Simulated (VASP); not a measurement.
# CdHg2Te3 in VASP: a series of runs

The runs below take CdHg2Te3 through single point, relaxation of cell and atoms, with PBE.

Everything below comes from runs of VASP 6.6.1. Logs are shortened: lines on timing, memory, paths and dates and some standing lists are left out, and cuts for length are marked.

## (1) The cell of the first run

The typed cell holds 12 atoms: a = 4.693 Å, b = 8.341 Å, c = 10.530 Å, α = 91.68°, β = 94.18°, γ = 93.82°.

## (2) Single point, PBE

Contents of INCAR:

```
PREC = Accurate
ENCUT = 520
EDIFF = 1E-6
ISMEAR = 0
SIGMA = 0.1
LREAL = False
LASPH = True
NELM = 60
ALGO = Normal
ISIF = 2
LWAVE = False
LCHARG = False
GGA = PE
NBANDS = 66
```

Contents of KPOINTS:

```
regular mesh
0
Gamma
  4 2 2
```

Contents of POSCAR:

```
CdHg2Te3
1.0
    3.9836757499     -2.4817552378     -0.0114470658
    3.9281937001      7.3575429219      0.0335676040
   -0.8420045380      0.0517452754     10.4956563345
Cd Hg Te
2 4 6
Direct
    0.6907428790      0.3099220075      0.5012951832
    0.1923655883      0.8099343171      0.5012688806
    0.6898724822     -0.0008166173      0.8324126091
    0.1889776939      0.4989306727      0.8331156990
    0.1469465649      0.1553707848      0.1684606485
    0.6477875347      0.6559560689      0.1683069762
    0.5023188445      0.0190201237      0.3428907988
    0.0017538719      0.5193784395      0.3432779244
    0.7448577835      0.2598068971     -0.0032673867
    0.2447980869      0.7600172660     -0.0029111817
    0.2237546597      0.2564473505      0.6575463464
    0.7258240105      0.7560326894      0.6576035023
```

Potentials or basis: VASP PAW PBE potentials, release 64 (Cd, Hg, Te).

Started as:

```sh
> cat potpaw_PBE.64/Cd/POTCAR potpaw_PBE.64/Hg/POTCAR potpaw_PBE.64/Te/POTCAR > POTCAR
> mpirun -np 1 vasp_std > vasp.out
```

OUTCAR:

```text
PREC = Accurate
   ENCUT = 520
   EDIFF = 1E-6
   ISMEAR = 0
   LREAL = False
   LASPH = True
   NELM = 60
   ISIF = 2
   GGA = PE

 ion  position               nearest neighbor table
   1  0.691  0.310  0.501-   8 2.85  11 2.85   7 2.95  11 2.96
   2  0.192  0.810  0.501-   7 2.85  12 2.85   8 2.95  12 2.96
   3  0.690  0.999  0.832-  12 2.72   9 2.72  10 3.39  11 3.61  10 3.74
   4  0.189  0.499  0.833-  11 2.72  10 2.73   9 3.39  12 3.61   9 3.74
   5  0.147  0.155  0.168-   7 2.72   9 2.72   9 3.52   8 3.63
   6  0.648  0.656  0.168-   8 2.72  10 2.72  10 3.52   7 3.63
   7  0.502  0.019  0.343-   5 2.72   2 2.85   1 2.95   6 3.63
   8  0.002  0.519  0.343-   6 2.72   1 2.85   2 2.95   5 3.63
   9  0.745  0.260  0.997-   5 2.72   3 2.72   4 3.39   5 3.52   4 3.74
  10  0.245  0.760  0.997-   6 2.72   4 2.73   3 3.39   6 3.52   3 3.74
  11  0.224  0.256  0.658-   4 2.72   1 2.85   1 2.96   3 3.61
  12  0.726  0.756  0.658-   3 2.72   2 2.85   2 2.96   4 3.61

  LATTYP: Found a triclinic cell.
 ALAT       =     4.6934968388
 B/A-ratio  =     2.5219144195
 C/A-ratio  =     1.7770502517
 COS(alpha) =     0.0003730614
 COS(beta)  =     0.0667072657
 COS(gamma) =     0.4613758316

  Lattice vectors:

 A1 = (  -3.9836757499,   2.4817552378,   0.0114470658)
 A2 = (  -4.8256802879,   2.5335005132,  10.5071034003)
 A3 = (   3.9281937001,   7.3575429219,   0.0335676040)

Analysis of symmetry for initial positions (statically):
=====================================================================
 Subroutine PRICEL returns:
 Original cell was already a primitive cell.

 Routine SETGRP: Setting up the symmetry group for a
 triclinic supercell.

 Subroutine GETGRP returns: Found  1 space group operations
 (whereof  1 operations were pure point group operations)
 out of a pool of  2 trial point group operations.

The static configuration has the point symmetry C_1 .

Analysis of symmetry for dynamics (positions and initial velocities):
=====================================================================
 Subroutine PRICEL returns:
 Original cell was already a primitive cell.

 Routine SETGRP: Setting up the symmetry group for a
 triclinic supercell.

 Subroutine GETGRP returns: Found  1 space group operations
 (whereof  1 operations were pure point group operations)
 out of a pool of  2 trial point group operations.

The dynamic configuration has the point symmetry C_1 .

 Subroutine INISYM returns: Found  1 space group operations
 (whereof  1 operations are pure point group operations),
 and found     1 'primitive' translations

----------------------------------------------------------------------------------------

                                     Primitive cell

  volume of cell :     409.9386

  direct lattice vectors                    reciprocal lattice vectors
     3.983675750 -2.481755238 -0.011447066     0.188370918 -0.100642482  0.015608070
     3.928193700  7.357542922  0.033567604     0.063538929  0.101970530  0.004594622
    -0.842004538  0.051745275 10.495656334     0.000002234 -0.000435892  0.095279838

  length of vectors
     4.693496839  8.340579739 10.529503840     0.214140430  0.120234334  0.095280835

  position of ions in fractional coordinates (direct lattice)
     0.690742879  0.309922007  0.501295183
     0.192365588  0.809934317  0.501268881
     0.689872482  0.999183383  0.832412609
     0.188977694  0.498930673  0.833115699
     0.146946565  0.155370785  0.168460649
     0.647787535  0.655956069  0.168306976
     0.502318845  0.019020124  0.342890799
     0.001753872  0.519378440  0.343277924
     0.744857784  0.259806897  0.996732613
     0.244798087  0.760017266  0.997088818
     0.223754660  0.256447350  0.657546346
     0.725824010  0.756032689  0.657603502

  ion indices of the primitive-cell ions
   primitive index   ion index
                 1           1
                 2           2
                 3           3
                 4           4
                 5           5
                 6           6
                 7           7
                 8           8
                 9           9
                10          10
                11          11
                12          12

----------------------------------------------------------------------------------------

 KPOINTS: regular mesh

Automatic generation of k-mesh.
 Grid dimensions read from file:
 generate k-points for:    4    2    2

 Generating k-lattice:

  Cartesian coordinates                     Fractional coordinates (reciprocal lattice)
     0.047092730 -0.025160620  0.003902018     0.250000000 -0.000000000  0.000000000
     0.031769465  0.050985265  0.002297311     0.000000000  0.500000000 -0.000000000
     0.000001117 -0.000217946  0.047639919     0.000000000 -0.000000000  0.500000000

  Length of vectors
     0.053535108  0.060117167  0.047640418

  Shift w.r.t. Gamma in fractional coordinates (k-lattice)
     0.000000000  0.000000000  0.000000000

 Subroutine IBZKPT returns following result:
 ===========================================

 Found     12 irreducible k-points:

 Following reciprocal coordinates:
            Coordinates               Weight
  0.000000  0.000000  0.000000      1.000000
  0.250000 -0.000000 -0.000000      2.000000
  0.500000 -0.000000 -0.000000      1.000000
 -0.000000  0.500000 -0.000000      1.000000
  0.250000  0.500000  0.000000      2.000000
  0.500000  0.500000 -0.000000      1.000000
  0.000000 -0.000000  0.500000      1.000000
  0.250000 -0.000000  0.500000      2.000000
  0.500000 -0.000000  0.500000      1.000000
 -0.000000  0.500000  0.500000      1.000000
  0.250000  0.500000  0.500000      2.000000
  0.500000  0.500000  0.500000      1.000000
   k-points           NKPTS =     12   k-points in BZ     NKDIM =     12   number of bands    NBANDS=     66
   number of dos      NEDOS =    301   number of ions     NIONS =     12
   total plane-waves  NPLWV = 184320
   dimension x,y,z NGX =    36 NGY =   64 NGZ =   80
   dimension x,y,z NGXF=    72 NGYF=  128 NGZF=  160
   ions per type =               2   4   6
   NGX,Y,Z   is equivalent  to a cutoff of  12.75, 12.76, 12.63 a.u.
   NGXF,Y,Z  is equivalent  to a cutoff of  25.50, 25.51, 25.26 a.u.
 SYSTEM =  unknown system
   PREC   = accura    normal or accurate (medium, high low for compatibility)
   ISTART =      0    job   : 0-new  1-cont  2-samecut
   ICHARG =      2    charge: 1-file 2-atom 10-const
   ISPIN  =      1    spin polarized calculation?
   LNONCOLLINEAR =      F non collinear calculations
   LSORBIT =      F    spin-orbit coupling
   LASPH  =      T    aspherical Exc in radial PAW
   ENCUT  =  520.0 eV  38.22 Ry    6.18 a.u.   8.73 15.51 19.58*2*pi/ulx,y,z
   NELM   =     60;   NELMIN=  2; NELMDL= -5     # of ELM steps
   EDIFF  = 0.1E-05   stopping-criterion for ELM
   LREAL  =      F    real-space projection
   EDIFFG = 0.1E-04   stopping-criterion for IOM
   NSW    =      0    number of steps for IOM
   IBRION =     -1    ionic relax: 0-MD 1-quasi-New 2-CG
   NFREE  =      0    steps in history (QN), initial steepest desc. (CG)
   ISIF   =      2    stress and relaxation
   ISYM   =      2    0-nonsym 1-usesym 2-fastsym
   POTIM  = 0.5000    time-step for ionic-motion
   TEBEG  =    0.0;   TEEND  =   0.0 temperature during run
   PSTRESS=    0.0 pullay stress
   NELECT =     108.0000    total number of electrons
   NUPDOWN=      -1.0000    fix difference up-down
   EMIN   =  10.00;   EMAX   =-10.00  energy-range for DOS
   EFERMI =   0.00;   METHOD = LEGACY
   ISMEAR =     0;   SIGMA  =   0.10  broadening in eV -4-tet -1-fermi 0-gaus
   EFERMI_NEDOS =   21; number of points for ismear=-14 and -15
   IALGO  =     38    algorithm
   IMIX   =      4    mixing-type and parameters
     AMIX     =   0.40;   BMIX     =  1.00
     AMIX_MAG =   1.60;   BMIX_MAG =  1.00
  volume/ion in A,a.u.               =      34.16       230.53
  Fermi-wavevector in a.u.,A,eV,Ry     =   1.049486  1.983240 14.985730  1.101420
  Thomas-Fermi vector in A             =   2.184450
   LORBIT       =      0    0 simple, 1 ext, 2 COOP (PROOUT), +10 PAW based schemes
   GGA     = PE    functional components
   LHFCALC =     F    Hartree Fock is set to
   AEXX    =    0.0000 exact exchange contribution
   IVDW    =     0    specifies the selected vdW correction
   LEPSILON=     F    determine dielectric tensor
   LRPA    =     F    only Hartree local field effects (RPA)
 non-spin polarized calculation
 Gauss-broadening in eV      SIGMA  =   0.10
  energy-cutoff  :      520.00
  volume of cell :      409.94
 maximum number of plane-waves:     11074
 NGX is ok and might be reduce to    36
   NGX = 17   NGY = 31   NGZ = 39

 number of electron     108.0000000 magnetization

 Free energy of the ion-electron system (eV)
  ---------------------------------------------------
  ext. energy  EPLUGINS =         0.00000000
  ---------------------------------------------------
  free energy    TOTEN  =       -23.29395891 eV

  energy without entropy =      -23.29395891  energy(sigma->0) =      -23.29395891

 E-fermi :   3.0404     XC(G=0):  -8.8251

 val. band max:        2.6563984740   @ k =   0.0000  -0.0000   0.5000
 cond. band min:       3.4245171487   @ k =   0.0000   0.0000   0.0000
 fundamental gap:      0.7681186747
 Fermi energy:         3.0404466476

 k-point     1 :       0.0000    0.0000    0.0000
  band No.  band energies     occupation
      1      -8.8253      2.00000
      2      -8.3073      2.00000
      3      -8.0932      2.00000
      4      -8.0593      2.00000
      5      -8.0543      2.00000
      6      -7.9695      2.00000
[... 58 lines left out ...]
     65       7.0114      0.00000
     66       7.3795      0.00000

 k-point     2 :       0.2500   -0.0000   -0.0000
  band No.  band energies     occupation
      1      -8.6522      2.00000
      2      -8.2562      2.00000
      3      -8.1155      2.00000
      4      -8.0329      2.00000
      5      -7.9655      2.00000
      6      -7.9471      2.00000
[... 58 lines left out ...]
     65       7.0268      0.00000
     66       7.1083      0.00000

 k-point     3 :       0.5000   -0.0000   -0.0000
  band No.  band energies     occupation
      1      -8.3343      2.00000
      2      -8.3309      2.00000
      3      -8.0846      2.00000
      4      -8.0804      2.00000
      5      -7.8952      2.00000
      6      -7.8921      2.00000
[... 610 lines left out ...]
     65       7.1254      0.00000
     66       7.3403      0.00000

 k-point    12 :       0.5000    0.5000    0.5000
  band No.  band energies     occupation
      1      -8.3665      2.00000
      2      -8.2930      2.00000
      3      -8.1355      2.00000
      4      -8.0206      2.00000
      5      -7.9349      2.00000
      6      -7.8553      2.00000
[... 58 lines left out ...]
     65       6.7862      0.00000
     66       7.0065      0.00000

------------------------ aborting loop because EDIFF is reached ----------------------------------------

  FORCE on cell =-STRESS in cart. coord.  units (eV):
  Direction    XX          YY          ZZ          XY          YZ          ZX
  --------------------------------------------------------------------------------------
  -------------------------------------------------------------------------------------
  Total        0.1735578      0.3753438      0.3465359      0.0277453      0.0647047      0.0480505
  in kB        0.6783219      1.4669693      1.3543785      0.1084378      0.2528876      0.1877976
  external PRESSURE =       1.1665566 kB  Pullay stress =       0.0000000 kB

 VOLUME and BASIS-vectors are now :
 -----------------------------------------------------------------------------
  energy-cutoff  :      520.00
  volume of cell :      409.94
      direct lattice vectors                 reciprocal lattice vectors
     3.983675750 -2.481755238 -0.011447066     0.188370918 -0.100642482  0.015608070
     3.928193700  7.357542922  0.033567604     0.063538929  0.101970530  0.004594622
    -0.842004538  0.051745275 10.495656334     0.000002234 -0.000435892  0.095279838

 POSITION                                       TOTAL-FORCE (eV/Angst)
 -----------------------------------------------------------------------------------
      3.54704      0.59195      5.26392         0.001802      0.006134      0.003266
      3.52583      5.50766      5.28613         0.003044     -0.000535      0.011275
      5.97232      5.68251      8.76236        -0.006369     -0.008441      0.008554
      2.01123      3.24502      8.75868        -0.004993     -0.000960      0.008264
      1.05387      0.78718      1.77164         0.001911      0.010232     -0.008093
      5.01558      3.22728      1.78110         0.005415     -0.000623      0.004292
      1.78707     -1.08895      3.59375         0.016870     -0.018021      0.001139
      1.75816      3.83476      3.62034         0.005699     -0.029387     -0.009392
      3.14859      0.11456     10.46156         0.000852      0.034904      0.011725
      3.12114      5.03593     10.48781        -0.002549      0.033131     -0.003253
      1.34508      1.36554      6.90743        -0.005692     -0.022109     -0.012607
      5.30759      3.79525      6.91905        -0.015991     -0.004325     -0.015171
 -----------------------------------------------------------------------------------
    total drift:                               -0.000099      0.000285     -0.000859

  FREE ENERGIE OF THE ION-ELECTRON SYSTEM (eV)
  ---------------------------------------------------
  free  energy   TOTEN  =       -23.2939589088 eV

  energy  without entropy=      -23.2939589060  energy(sigma->0) =      -23.29395891
```

It took 9.5 min on 1 thread of Oxide Virtual Turin-like, shared host; peak memory 0.56 GiB.

Results:

```
Free energy            : -23.2940 eV
Pressure               : 0.1 GPa
Largest force          : 0.037 eV/Å
Band gap on the k mesh : 0.77 eV
```

Forces on the atoms (eV/Å):
```
Cd   0.002  0.006  0.003
Cd   0.003 -0.001  0.011
Hg  -0.006 -0.008  0.009
Hg  -0.005 -0.001  0.008
Hg   0.002  0.010 -0.008
Hg   0.005 -0.001  0.004
Te   0.017 -0.018  0.001
Te   0.006 -0.029 -0.009
Te   0.001  0.035  0.012
Te  -0.003  0.033 -0.003
Te  -0.006 -0.022 -0.013
Te  -0.016 -0.004 -0.015
```

Levels at points of the mesh, in eV from the valence-band top:
| k point | band 51 | band 52 | band 53 | band 54 | band 55 | band 56 | band 57 | band 58 |
| --- | --- | --- | --- | --- | --- | --- | --- | --- |
| (0.00, 0.00, 0.00) | -0.63 | -0.49 | -0.24 | -0.07 | 0.77 | 0.94 | 1.79 | 2.19 |
| (0.50, 0.00, 0.00) | -1.23 | -1.22 | -0.72 | -0.71 | 1.45 | 1.46 | 1.79 | 1.79 |
| (0.00, 0.50, 0.00) | -0.67 | -0.67 | -0.28 | -0.28 | 1.56 | 1.56 | 2.10 | 2.10 |
| (0.50, 0.50, 0.00) | -1.21 | -1.12 | -0.80 | -0.57 | 0.92 | 1.26 | 1.77 | 1.80 |
| (0.00, 0.00, 0.50) | -0.61 | -0.52 | -0.36 | 0.00 | 1.20 | 1.63 | 1.68 | 1.78 |
| (0.50, 0.00, 0.50) | -1.34 | -1.33 | -0.62 | -0.62 | 1.69 | 1.70 | 1.93 | 1.94 |
| (0.00, 0.50, 0.50) | -0.68 | -0.67 | -0.46 | -0.46 | 1.42 | 1.43 | 1.91 | 1.91 |
| (0.50, 0.50, 0.50) | -1.20 | -0.84 | -0.81 | -0.57 | 1.18 | 1.24 | 1.78 | 1.79 |

Caveat: spin-orbit coupling is left out, which moves the levels of the heavy elements. A k mesh can miss the band edges.

(Continued in part 2 of 2.)
